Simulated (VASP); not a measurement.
Tl2H3: relaxation of cell and atoms with PBE

Crystal: Tl2H3.

```
Tl H
1.0
     1.68975    0.97558    7.83284
    -1.68975    0.97558    7.83284
     0.00000   -1.95115    7.83284
Tl H
2 3
Direct
  0.40000 0.40000 0.40000
  0.60000 0.60000 0.60000
  0.00000 0.00000 0.00000
  0.20950 0.20950 0.20950
  0.79050 0.79050 0.79050
```

```yaml
Program: VASP 6.6.1
Task: relaxation of cell and atoms
Functional: PBE
Potentials_or_basis: VASP PAW PBE potentials, release 64 (Tl_d, H)
Cutoff: 600 eV
k_mesh: 6 × 6 × 6
Occupations: gaussian, width 0.1 eV
Spin: no spin polarisation
Dipole_correction: no
Further_INCAR_settings: ALGO = Normal; EDIFF = 1e-06; IBRION = 2; EDIFFG = -0.04; NSW = 90; ISIF = 3
```

The relaxed volume is 16.56 Å³/atom, the relaxed cell is a = 7.061 Å, b = 7.061 Å, c = 7.061 Å, α = 31.00°, β = 31.00°, γ = 31.00° and the space group after relaxing (to 0.1 Å) is R-3m (No. 166). The energy gained by relaxing is 166.0 meV/atom, the ionic steps are 20 and the pressure after relaxing is 0.3 GPa. The largest force after relaxing is 0.009 eV/Å. The band gap on the k mesh is zero (an odd number of electrons rules out a gap without spin polarisation).

Forces in eV/Å, atoms in the order of the input:
```
Tl   0.000  0.000 -0.004
Tl   0.000  0.000  0.004
H    0.000  0.000  0.000
H    0.000  0.000 -0.009
H    0.000  0.000  0.009
```

Stress tensor (GPa, compression positive):
```
0.24 0.00 0.00
0.00 0.24 0.00
0.00 0.00 0.35
```

The path:
| step | energy change (eV) | largest force (eV/Å) | pressure (GPa) | volume (Å³) |
| --- | --- | --- | --- | --- |
| 1 | 0.0000 | 1.0229 | 3.89 | 77.47 |
| 2 | -0.2136 | 0.7793 | 1.84 | 81.76 |
| 3 | -0.4218 | 0.4278 | -1.60 | 91.77 |
| 4 | -0.4245 | 0.4230 | -1.84 | 92.82 |
| 5 | -0.5083 | 0.3533 | -1.22 | 90.36 |
| 6 | -0.6496 | 0.1877 | 0.88 | 83.07 |
| 7 | -0.6717 | 0.2177 | 1.96 | 80.21 |
| 8 | -0.7285 | 0.2912 | 1.35 | 80.27 |
| 9 | -0.7492 | 0.3852 | 0.89 | 80.26 |
| 10 | -0.7500 | 0.4147 | 0.79 | 80.25 |
| 11 | -0.7693 | 0.3256 | 0.36 | 81.13 |
| 12 | -0.7931 | 0.1571 | -0.70 | 83.81 |
| 13 | -0.8027 | 0.1501 | -0.34 | 82.86 |
| 14 | -0.8088 | 0.1390 | 0.26 | 81.55 |
| 15 | -0.8090 | 0.1365 | 0.36 | 81.30 |
| 16 | -0.8150 | 0.1188 | 0.28 | 81.59 |
| 17 | -0.8224 | 0.0770 | 0.04 | 82.28 |
| 18 | -0.8228 | 0.0746 | -0.03 | 82.50 |
| 19 | -0.8283 | 0.0330 | 0.13 | 82.67 |
| 20 | -0.8298 | 0.0090 | 0.28 | 82.81 |

Final structure:
```xyz
5
Lattice="1.8866 1.0892 6.7164 -1.8866 1.0892 6.7164 0.0000 -2.1785 6.7164" Properties=species:S:1:pos:R:3 pbc="T T T"
Tl    0.0000    0.0000    8.2627
Tl    0.0000    0.0000   11.8864
H     0.0000    0.0000    0.0000
H     0.0000    0.0000    4.7126
H     0.0000    0.0000   15.4364
```

Levels at points of the mesh, in eV from the Fermi level:
| k point | band 12 | band 13 | band 14 | band 15 | band 16 | band 17 | band 18 |
| --- | --- | --- | --- | --- | --- | --- | --- |
| (0.00, 0.00, 0.00) | -6.96 | -3.60 | 2.42 | 2.96 | 4.01 | 7.03 | 7.06 |
| (0.50, 0.00, 0.00) | -4.73 | -4.43 | -2.66 | -0.13 | 0.72 | 4.03 | 4.72 |
| (0.50, 0.50, 0.00) | -5.27 | -4.32 | -3.05 | -0.14 | 2.86 | 3.34 | 3.46 |
| (0.50, 0.50, 0.50) | -8.07 | -2.19 | 1.42 | 3.33 | 4.08 | 5.04 | 6.49 |

It took 17 min on 1 thread of Intel(R) Xeon(R) 6975P-C (Granite Rapids), with other jobs on the host, peak memory 0.64 GiB.

Caveat: the k points lie up to 0.32 Å⁻¹ apart in the final cell, too coarse for converged energies and pressures of a metal; spin-orbit coupling is left out, which moves the levels of the heavy elements.
